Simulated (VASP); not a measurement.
# Al2O3: single point with r2SCAN

The system is Al2O3.

```
Al O
1.0
     2.80960    0.00000    0.00000
    -1.40480    2.43319    0.00000
     0.00000    0.00000    7.91458
Al O
2 3
Direct
  0.00000 0.00000 0.18094
  0.00000 0.00000 0.81906
  0.33333 0.66667 0.26801
  0.66667 0.33333 0.00000
  0.33333 0.66667 0.73199
```

This cell differs from its parent crystal: ratio of the length along z to the lengths across it x 1.05, volume and fractional coordinates fixed.

```yaml
Program: VASP 6.6.1
Task: single point
Functional: r2SCAN
Potentials_or_basis: VASP PAW PBE potentials, release 64 (Al, O)
Cutoff: 520 eV
k_mesh: 12 × 12 × 4
Occupations: gaussian, width 0.05 eV
Spin: no spin polarisation
Dipole_correction: no
Further_INCAR_settings: ALGO = Normal; EDIFF = 1e-07; NBANDS = 20
```

```json
{
  "Pressure": "3.2 GPa",
  "Largest force": "0.731 eV/Å",
  "Band gap on the k mesh": "6.12 eV (least direct gap 6.32 eV)"
}
```

Forces on the atoms (eV/Å):
```
Al   0.000  0.000 -0.731
Al   0.000  0.000  0.731
O    0.000  0.000 -0.120
O    0.000  0.000  0.000
O    0.000  0.000  0.120
```

Stress tensor (GPa, compression positive):
```
 8.79  0.00  0.00
 0.00  8.79  0.00
 0.00  0.00 -8.09
```

Levels at points of the mesh, in eV from the valence-band top:
```tsv
k point	band 9	band 10	band 11	band 12	band 13	band 14	band 15	band 16
(0.00, 0.00, 0.00)	-1.21	-0.23	-0.23	-0.20	6.12	9.07	9.79	11.84
(0.50, 0.00, 0.00)	-1.97	-0.90	-0.86	-0.76	9.24	10.21	10.25	12.28
(0.00, 0.00, 0.50)	-1.22	-0.54	-0.23	-0.23	6.56	8.42	9.80	12.35
(0.50, 0.00, 0.50)	-1.98	-1.00	-0.90	-0.60	9.39	10.00	10.44	11.61
```

Run time: 110 s on 1 thread of Intel(R) Xeon(R) 6975P-C (Granite Rapids), on a shared host, peak memory 0.21 GiB.

Caveat: the cell stands under pressure; the PAW data sets were made with another functional, which shifts forces and pressure a little. A k mesh can miss the band edges.
